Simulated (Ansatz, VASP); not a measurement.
# HfSc2O3 in VASP and in Ansatz

```xyz
6
Lattice="3.0845 0.0000 0.0000 -1.5422 2.6712 0.0000 0.0000 0.0000 8.3584" Properties=species:S:1:pos:R:3 pbc="T T T"
Hf    0.0000    0.0000    0.0000
Sc    0.0000    1.7808    5.4757
Sc    1.5422    0.8904    2.8826
O     0.0000    1.7808    1.5684
O     1.5422    0.8904    6.7900
O     0.0000    0.0000    4.1792
```

Change from the starting cell: species swapped into the Mg2ZnO3 type (P-3m1, No. 164).

Alike in both runs: task relaxation of cell and atoms; functional PBE; k mesh 12 × 12 × 6; occupations gaussian, width 0.1 eV; no spin polarisation.

|  | VASP | Ansatz |
| --- | --- | --- |
| version | VASP 6.6.1 | Ansatz 0.2.0 |
| potentials or method | VASP PAW PBE potentials, release 64 (Hf_pv, Sc_sv, O), cutoff 600 eV | scalar-relativistic, plane waves, PAW |
| valence electrons in the cell | 50 | 66 |

```tsv
	VASP	Ansatz	Ansatz less VASP
gap on the k mesh at the Fermi level, each at its own relaxed structure (eV)	none	none	-
relaxed volume (Å³/atom)	11.42	11.47	+0.043
relaxed length of the cell vector where the two differ most in proportion (Å)	8.237	8.276	+0.0394
```

A gap of «none» marks a metal or a gap that the smearing closes. VASP's potentials hold 50 valence electrons a cell and Ansatz's 66, so a difference there can come from the potentials and not from the codes.

Spin-orbit coupling is off throughout.
